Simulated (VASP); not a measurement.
# MoH6 (Pm-3m) in VASP: notebook, part 2 of 3

VASP 6.6.1. The steps go on from the part before.

**3. Single point, PBE**

INCAR

```
SYSTEM = MoH6
ALGO     = Normal         ! electronic algorithm
EDIFF    = 1E-6           ! SCF threshold, eV
ENCUT    = 500            ! plane-wave cutoff, eV
GGA      = PE             ! functional
GGA_COMPAT= .False.      
ISIF     = 2              ! what is computed and relaxed
ISMEAR   = 0              ! smearing method
LASPH    = .True.         ! aspherical terms in the spheres
LCHARG   = .False.        ! write CHGCAR
LREAL    = .False.        ! projectors in reciprocal space
LWAVE    = .False.        ! write WAVECAR
NBANDS   = 19             ! bands
NELM     = 120            ! most SCF steps
PREC     = Accurate       ! precision mode
SIGMA    = 0.15           ! smearing width, eV
```

KPOINTS

```
k-points
0
Gamma
  3 3 3
  0 0 0
```

POSCAR

```
MoH6
1.0
    3.2475392579      0.0000000000      0.0000000000
    0.0000000000      3.2475392579      0.0000000000
    0.0000000000      0.0000000000      3.2475392579
H Mo
6 1
Direct
    0.6401095293      0.0000000000      0.0000000000
    0.3598904707      0.0000000000      0.0000000000
    0.0000000000      0.6401095293      0.0000000000
    0.0000000000      0.3598904707      0.0000000000
    0.0000000000      0.0000000000      0.6401095293
    0.0000000000      0.0000000000      0.3598904707
    0.5000000000      0.5000000000      0.5000000000
```

Potentials or basis: VASP PAW PBE potentials, release 64 (H, Mo_sv).

On the command line:

```console
$ cat potpaw_PBE.64/H/POTCAR potpaw_PBE.64/Mo_sv/POTCAR > POTCAR
$ mpirun -np 1 vasp_std > vasp.out
```

OUTCAR:

```text
SYSTEM = MoH6
   EDIFF = 1E-6
   ENCUT = 500
   GGA = PE
   ISIF = 2
   ISMEAR = 0
   LASPH = .True.
   LREAL = .False.
   NELM = 120
   PREC = Accurate

 ion  position               nearest neighbor table
   1  0.640  0.000  0.000-
   2  0.360  0.000  0.000-
   3  0.000  0.640  0.000-
   4  0.000  0.360  0.000-
   5  0.000  0.000  0.640-
   6  0.000  0.000  0.360-
   7  0.500  0.500  0.500-

  LATTYP: Found a simple cubic cell.
 ALAT       =     3.2475392579

  Lattice vectors:

 A1 = (   3.2475392579,   0.0000000000,   0.0000000000)
 A2 = (   0.0000000000,   3.2475392579,   0.0000000000)
 A3 = (   0.0000000000,   0.0000000000,   3.2475392579)

Analysis of symmetry for initial positions (statically):
=====================================================================
 Subroutine PRICEL returns:
 Original cell was already a primitive cell.

 Routine SETGRP: Setting up the symmetry group for a
 simple cubic supercell.

 Subroutine GETGRP returns: Found 48 space group operations
 (whereof 48 operations were pure point group operations)
 out of a pool of 48 trial point group operations.

The static configuration has the point symmetry O_h .

Analysis of symmetry for dynamics (positions and initial velocities):
=====================================================================
 Subroutine PRICEL returns:
 Original cell was already a primitive cell.

 Routine SETGRP: Setting up the symmetry group for a
 simple cubic supercell.

 Subroutine GETGRP returns: Found 48 space group operations
 (whereof 48 operations were pure point group operations)
 out of a pool of 48 trial point group operations.
[... 107 lines left out ...]
   IALGO  =     38    algorithm
   IMIX   =      4    mixing-type and parameters
     AMIX     =   0.40;   BMIX     =  1.00
     AMIX_MAG =   1.60;   BMIX_MAG =  1.00
  volume/ion in A,a.u.               =       4.89        33.02
  Fermi-wavevector in a.u.,A,eV,Ry     =   1.368350  2.585806 25.475287  1.872381
  Thomas-Fermi vector in A             =   2.494322
   LORBIT       =      0    0 simple, 1 ext, 2 COOP (PROOUT), +10 PAW based schemes
   GGA     = PE    functional components
   LHFCALC =     F    Hartree Fock is set to
   AEXX    =    0.0000 exact exchange contribution
   IVDW    =     0    specifies the selected vdW correction
   LEPSILON=     F    determine dielectric tensor
   LRPA    =     F    only Hartree local field effects (RPA)
 non-spin polarized calculation
 Gauss-broadening in eV      SIGMA  =   0.15
  energy-cutoff  :      500.00
  volume of cell :       34.25
 maximum number of plane-waves:       895
 NGX is ok and might be reduce to    24
   NGX = 11   NGY = 11   NGZ = 11

 number of electron      19.9999992 magnetization

 Free energy of the ion-electron system (eV)
  ---------------------------------------------------
  ext. energy  EPLUGINS =         0.00000000
  ---------------------------------------------------
  free energy    TOTEN  =       -24.74969729 eV

  energy without entropy =      -24.71995931  energy(sigma->0) =      -24.73482830

 E-fermi :   7.6570     XC(G=0): -11.8674

 val. band max:        7.4388917192   @ k =   0.3333   0.3333   0.0000
 cond. band min:       7.6815289782   @ k =   0.3333   0.3333   0.3333
 fundamental gap:      0.2426372590
 Fermi energy:         7.6570442667

 k-point     1 :       0.0000    0.0000    0.0000
  band No.  band energies     occupation
      1     -53.0630      2.00000
      2     -27.1127      2.00000
      3     -27.1127      2.00000
      4     -27.1127      2.00000
      5      -7.2130      2.00000
      6       0.9996      2.00000
[... 65 lines left out ...]
      6      -1.0399      2.00000
[... 11 lines left out ...]
     18      19.1220      0.00000
     19      21.5887      0.00000

------------------------ aborting loop because EDIFF is reached ----------------------------------------

  FORCE on cell =-STRESS in cart. coord.  units (eV):
  Direction    XX          YY          ZZ          XY          YZ          ZX
  --------------------------------------------------------------------------------------
  -------------------------------------------------------------------------------------
  Total       -0.0964369     -0.0964369     -0.0964369      0.0000000     -0.0000000      0.0000000
  in kB       -4.5111828     -4.5111828     -4.5111828      0.0000000     -0.0000000      0.0000000
  external PRESSURE =      -4.5111828 kB  Pullay stress =       0.0000000 kB

 VOLUME and BASIS-vectors are now :
 -----------------------------------------------------------------------------
  energy-cutoff  :      500.00
  volume of cell :       34.25
      direct lattice vectors                 reciprocal lattice vectors
     3.247539258  0.000000000  0.000000000     0.307925454  0.000000000  0.000000000
     0.000000000  3.247539258  0.000000000     0.000000000  0.307925454  0.000000000
     0.000000000  0.000000000  3.247539258     0.000000000  0.000000000  0.307925454

 POSITION                                       TOTAL-FORCE (eV/Angst)
 -----------------------------------------------------------------------------------
      2.07878      0.00000      0.00000         0.013906      0.000000      0.000000
      1.16876      0.00000      0.00000        -0.013906      0.000000      0.000000
      0.00000      2.07878      0.00000        -0.000000      0.013906      0.000000
      0.00000      1.16876      0.00000         0.000000     -0.013906      0.000000
      0.00000      0.00000      2.07878         0.000000      0.000000      0.013906
      0.00000      0.00000      1.16876        -0.000000      0.000000     -0.013906
      1.62377      1.62377      1.62377         0.000000      0.000000      0.000000
 -----------------------------------------------------------------------------------
    total drift:                                0.000000     -0.000000     -0.000000

  FREE ENERGIE OF THE ION-ELECTRON SYSTEM (eV)
  ---------------------------------------------------
  free  energy   TOTEN  =       -24.7496972872 eV

  energy  without entropy=      -24.7199593147  energy(sigma->0) =      -24.73482830
```

OSZICAR:

```text
N       E                     dE             d eps       ncg     rms          rms(c)
DAV:   1     0.132674914913E+03    0.13267E+03   -0.11053E+04   152   0.981E+02
DAV:   2    -0.230718624191E+02   -0.15575E+03   -0.15225E+03   175   0.293E+02
DAV:   3    -0.261360796886E+02   -0.30642E+01   -0.30251E+01   161   0.393E+01
DAV:   4    -0.261451494350E+02   -0.90697E-02   -0.90678E-02   161   0.252E+00
DAV:   5    -0.261452028419E+02   -0.53407E-04   -0.53406E-04   161   0.169E-01    0.132E+01
DAV:   6    -0.252519255207E+02    0.89328E+00   -0.25303E+01   161   0.177E+01    0.502E+00
DAV:   7    -0.248007997885E+02    0.45113E+00   -0.12586E+00   155   0.728E+00    0.272E+00
DAV:   8    -0.247594636810E+02    0.41336E-01   -0.30100E-01   167   0.326E+00    0.125E+00
DAV:   9    -0.247501080036E+02    0.93557E-02   -0.27372E-02   155   0.107E+00    0.183E-01
DAV:  10    -0.247496917874E+02    0.41622E-03   -0.23498E-03   158   0.294E-01    0.616E-02
DAV:  11    -0.247496970164E+02   -0.52290E-05   -0.27262E-05   164   0.360E-02    0.491E-03
DAV:  12    -0.247496972872E+02   -0.27087E-06   -0.82732E-07    82   0.578E-03
   1 F= -.24749697E+02 E0= -.24734828E+02  d E =-.297380E-01
```

stdout:

```text
POSCAR found type information on POSCAR H Mo
 POSCAR found :  2 types and       7 ions
 scaLAPACK will be used
 LDA part: xc-table for (Slater+PW92), standard interpolation
 POSCAR, INCAR and KPOINTS ok, starting setup
 FFT: planning ... GRIDC
 FFT: planning ... GRID_SOFT
 FFT: planning ... GRID
 WAVECAR not read
 entering main loop
```

Run time: 3.3 s. Hardware: 1 thread of AMD EPYC 7R13 (Zen 3), shared host; peak memory 0.1 GiB.

Results:

| Item | Value |
| --- | --- |
| Free energy | -24.7497 eV |
| Pressure | -0.5 GPa |
| Largest force | 0.014 eV/Å |
| Band gap on the k mesh | zero (band 10 reaches 8.59 eV, above the bottom of band 11 at 7.68 eV) |

Forces in eV/Å, atoms in the order of the input:
```
H    0.014  0.000  0.000
H   -0.014  0.000  0.000
H    0.000  0.014  0.000
H    0.000 -0.014  0.000
H    0.000  0.000  0.014
H    0.000  0.000 -0.014
Mo   0.000  0.000  0.000
```

Caveat: the k points lie up to 0.64 Å⁻¹ apart.

**4. Single point, PBE**

This run uses another cell than the first one, of 5.98 Å³/atom, 1.223 times its volume.

INCAR

```
SYSTEM = MoH6
ALGO = Normal ; EDIFF = 1E-6
ENCUT = 500 ; GGA = PE
GGA_COMPAT = .FALSE. ; ISIF = 2
ISMEAR = 0 ; LASPH = .TRUE.
LCHARG = .FALSE. ; LREAL = .FALSE.
LWAVE = .FALSE. ; NBANDS = 19
NELM = 120 ; PREC = Accurate
SIGMA = 0.15
```

KPOINTS

```
k-points
0
G
  3 3 3
  0 0 0
```

POSCAR

```
MoH6
1.0
    3.4726422637      0.0000000000      0.0000000000
    0.0000000000      3.4726422637      0.0000000000
    0.0000000000      0.0000000000      3.4726422637
H Mo
6 1
Direct
    0.5000000000      0.0000000000      0.0000000000
    0.0000000000      0.5000000000      0.0000000000
    0.0000000000      0.0000000000      0.5000000000
    0.0000000000      0.5000000000      0.5000000000
    0.5000000000      0.0000000000      0.5000000000
    0.5000000000      0.5000000000      0.0000000000
    0.5000000000      0.5000000000      0.5000000000
```

Potentials or basis: VASP PAW PBE potentials, release 64 (H, Mo_sv).

On the command line:

```console
$ cat potpaw_PBE.64/H/POTCAR potpaw_PBE.64/Mo_sv/POTCAR > POTCAR
$ mpirun -np 1 vasp_std > vasp.out
```

OUTCAR:

```text
SYSTEM = MoH6
   EDIFF = 1E-6
   ENCUT = 500
   GGA = PE
   ISIF = 2
   ISMEAR = 0
   LASPH = .TRUE.
   LREAL = .FALSE.
   NELM = 120
   PREC = Accurate

 ion  position               nearest neighbor table
   1  0.500  0.000  0.000-
   2  0.000  0.500  0.000-
   3  0.000  0.000  0.500-
   4  0.000  0.500  0.500-   7 1.74   7 1.74
   5  0.500  0.000  0.500-   7 1.74   7 1.74
   6  0.500  0.500  0.000-   7 1.74   7 1.74
   7  0.500  0.500  0.500-   4 1.74   5 1.74   6 1.74   6 1.74   5 1.74   4 1.74

  LATTYP: Found a simple cubic cell.
 ALAT       =     3.4726422637

  Lattice vectors:

 A1 = (   3.4726422637,   0.0000000000,   0.0000000000)
 A2 = (   0.0000000000,   3.4726422637,   0.0000000000)
 A3 = (   0.0000000000,   0.0000000000,   3.4726422637)

Analysis of symmetry for initial positions (statically):
=====================================================================
 Subroutine PRICEL returns:
 Original cell was already a primitive cell.

 Routine SETGRP: Setting up the symmetry group for a
 simple cubic supercell.

 Subroutine GETGRP returns: Found 48 space group operations
 (whereof 48 operations were pure point group operations)
 out of a pool of 48 trial point group operations.

The static configuration has the point symmetry O_h .

Analysis of symmetry for dynamics (positions and initial velocities):
=====================================================================
 Subroutine PRICEL returns:
 Original cell was already a primitive cell.

 Routine SETGRP: Setting up the symmetry group for a
 simple cubic supercell.

 Subroutine GETGRP returns: Found 48 space group operations
 (whereof 48 operations were pure point group operations)
 out of a pool of 48 trial point group operations.

The dynamic configuration has the point symmetry O_h .

 Subroutine INISYM returns: Found 48 space group operations
 (whereof 48 operations are pure point group operations),
 and found     1 'primitive' translations

----------------------------------------------------------------------------------------

                                     Primitive cell

  volume of cell :      41.8774

  direct lattice vectors                    reciprocal lattice vectors
     3.472642264  0.000000000  0.000000000     0.287965164  0.000000000  0.000000000
     0.000000000  3.472642264  0.000000000     0.000000000  0.287965164  0.000000000
     0.000000000  0.000000000  3.472642264     0.000000000  0.000000000  0.287965164

  length of vectors
     3.472642264  3.472642264  3.472642264     0.287965164  0.287965164  0.287965164

  position of ions in fractional coordinates (direct lattice)
     0.500000000  0.000000000  0.000000000
     0.000000000  0.500000000  0.000000000
     0.000000000  0.000000000  0.500000000
     0.000000000  0.500000000  0.500000000
     0.500000000  0.000000000  0.500000000
     0.500000000  0.500000000  0.000000000
     0.500000000  0.500000000  0.500000000

  ion indices of the primitive-cell ions
   primitive index   ion index
                 1           1
                 2           2
                 3           3
                 4           4
                 5           5
                 6           6
                 7           7

[... 26 lines left out ...]
 Following reciprocal coordinates:
            Coordinates               Weight
  0.000000  0.000000  0.000000      1.000000
  0.333333  0.000000  0.000000      6.000000
  0.333333  0.333333  0.000000     12.000000
  0.333333  0.333333  0.333333      8.000000
   k-points           NKPTS =      4   k-points in BZ     NKDIM =      4   number of bands    NBANDS=     19
   number of dos      NEDOS =    301   number of ions     NIONS =      7
   total plane-waves  NPLWV =  21952
   dimension x,y,z NGX =    28 NGY =   28 NGZ =   28
   dimension x,y,z NGXF=    56 NGYF=   56 NGZF=   56
   ions per type =               6   1
   NGX,Y,Z   is equivalent  to a cutoff of  13.40, 13.40, 13.40 a.u.
   NGXF,Y,Z  is equivalent  to a cutoff of  26.81, 26.81, 26.81 a.u.
 SYSTEM =  MoH6
   PREC   = accura    normal or accurate (medium, high low for compatibility)
   ISTART =      0    job   : 0-new  1-cont  2-samecut
   ICHARG =      2    charge: 1-file 2-atom 10-const
   ISPIN  =      1    spin polarized calculation?
   LNONCOLLINEAR =      F non collinear calculations
   LSORBIT =      F    spin-orbit coupling
   LASPH  =      T    aspherical Exc in radial PAW
   ENCUT  =  500.0 eV  36.75 Ry    6.06 a.u.   6.33  6.33  6.33*2*pi/ulx,y,z
   NELM   =    120;   NELMIN=  2; NELMDL= -5     # of ELM steps
   EDIFF  = 0.1E-05   stopping-criterion for ELM
   LREAL  =      F    real-space projection
   EDIFFG = 0.1E-04   stopping-criterion for IOM
   NSW    =      0    number of steps for IOM
   IBRION =     -1    ionic relax: 0-MD 1-quasi-New 2-CG
   NFREE  =      0    steps in history (QN), initial steepest desc. (CG)
   ISIF   =      2    stress and relaxation
   ISYM   =      2    0-nonsym 1-usesym 2-fastsym
   POTIM  = 0.5000    time-step for ionic-motion
   TEBEG  =    0.0;   TEEND  =   0.0 temperature during run
   PSTRESS=    0.0 pullay stress
   NELECT =      20.0000    total number of electrons
   NUPDOWN=      -1.0000    fix difference up-down
   EMIN   =  10.00;   EMAX   =-10.00  energy-range for DOS
   EFERMI =   0.00;   METHOD = LEGACY
   ISMEAR =     0;   SIGMA  =   0.15  broadening in eV -4-tet -1-fermi 0-gaus
   EFERMI_NEDOS =   21; number of points for ismear=-14 and -15
   IALGO  =     38    algorithm
   IMIX   =      4    mixing-type and parameters
     AMIX     =   0.40;   BMIX     =  1.00
     AMIX_MAG =   1.60;   BMIX_MAG =  1.00
  volume/ion in A,a.u.               =       5.98        40.37
  Fermi-wavevector in a.u.,A,eV,Ry     =   1.279651  2.418189 22.279622  1.637506
  Thomas-Fermi vector in A             =   2.412124
   LORBIT       =      0    0 simple, 1 ext, 2 COOP (PROOUT), +10 PAW based schemes
   GGA     = PE    functional components
   LHFCALC =     F    Hartree Fock is set to
   AEXX    =    0.0000 exact exchange contribution
   IVDW    =     0    specifies the selected vdW correction
   LEPSILON=     F    determine dielectric tensor
   LRPA    =     F    only Hartree local field effects (RPA)
 non-spin polarized calculation
 Gauss-broadening in eV      SIGMA  =   0.15
  energy-cutoff  :      500.00
  volume of cell :       41.88
 maximum number of plane-waves:      1060
 NGX is ok and might be reduce to    28
   NGX = 13   NGY = 13   NGZ = 13

 number of electron      20.0000001 magnetization

 Free energy of the ion-electron system (eV)
  ---------------------------------------------------
  ext. energy  EPLUGINS =         0.00000000
  ---------------------------------------------------
  free energy    TOTEN  =       -24.47161606 eV

  energy without entropy =      -24.38082021  energy(sigma->0) =      -24.42621813

 E-fermi :   4.8482     XC(G=0): -10.7365

 val. band max:        4.7867855410   @ k =   0.3333   0.0000   0.0000
 cond. band min:       4.8515757132   @ k =   0.3333   0.3333   0.0000
 fundamental gap:      0.0647901723
 Fermi energy:         4.8481782395

 k-point     1 :       0.0000    0.0000    0.0000
  band No.  band energies     occupation
      1     -55.8295      2.00000
      2     -29.9611      2.00000
      3     -29.9611      2.00000
      4     -29.9611      2.00000
      5      -6.4180      2.00000
      6      -2.8205      2.00000
[... 65 lines left out ...]
      6      -0.8526      2.00000
[... 11 lines left out ...]
     18      18.6932      0.00000
     19      18.6932      0.00000

------------------------ aborting loop because EDIFF is reached ----------------------------------------

  FORCE on cell =-STRESS in cart. coord.  units (eV):
  Direction    XX          YY          ZZ          XY          YZ          ZX
  --------------------------------------------------------------------------------------
  -------------------------------------------------------------------------------------
  Total       -0.0990516     -0.0990516     -0.0990516      0.0000000     -0.0000000      0.0000000
  in kB       -3.7895889     -3.7895889     -3.7895889      0.0000000     -0.0000000      0.0000000
  external PRESSURE =      -3.7895889 kB  Pullay stress =       0.0000000 kB

 VOLUME and BASIS-vectors are now :
 -----------------------------------------------------------------------------
  energy-cutoff  :      500.00
  volume of cell :       41.88
      direct lattice vectors                 reciprocal lattice vectors
     3.472642264  0.000000000  0.000000000     0.287965164  0.000000000  0.000000000
     0.000000000  3.472642264  0.000000000     0.000000000  0.287965164  0.000000000
     0.000000000  0.000000000  3.472642264     0.000000000  0.000000000  0.287965164

 POSITION                                       TOTAL-FORCE (eV/Angst)
 -----------------------------------------------------------------------------------
      1.73632      0.00000      0.00000         0.000000      0.000000      0.000000
      0.00000      1.73632      0.00000         0.000000      0.000000      0.000000
      0.00000      0.00000      1.73632         0.000000      0.000000      0.000000
      0.00000      1.73632      1.73632         0.000000      0.000000      0.000000
      1.73632      0.00000      1.73632         0.000000      0.000000      0.000000
      1.73632      1.73632      0.00000         0.000000      0.000000      0.000000
      1.73632      1.73632      1.73632         0.000000      0.000000      0.000000
 -----------------------------------------------------------------------------------
    total drift:                                0.000000      0.000000      0.000000

  FREE ENERGIE OF THE ION-ELECTRON SYSTEM (eV)
  ---------------------------------------------------
  free  energy   TOTEN  =       -24.4716160598 eV

  energy  without entropy=      -24.3808202084  energy(sigma->0) =      -24.42621813
```

Run time: 5 s. Hardware: 1 thread of AMD EPYC 7R13 (Zen 3), shared host; peak memory 0.12 GiB.

Results:

* Free energy: -24.4716 eV
* Pressure: -0.4 GPa
* Band gap on the k mesh: zero (band 10 reaches 5.61 eV, above the bottom of band 11 at 4.85 eV)

Caveat: the k points lie up to 0.60 Å⁻¹ apart.

[end of part 2 of 3]
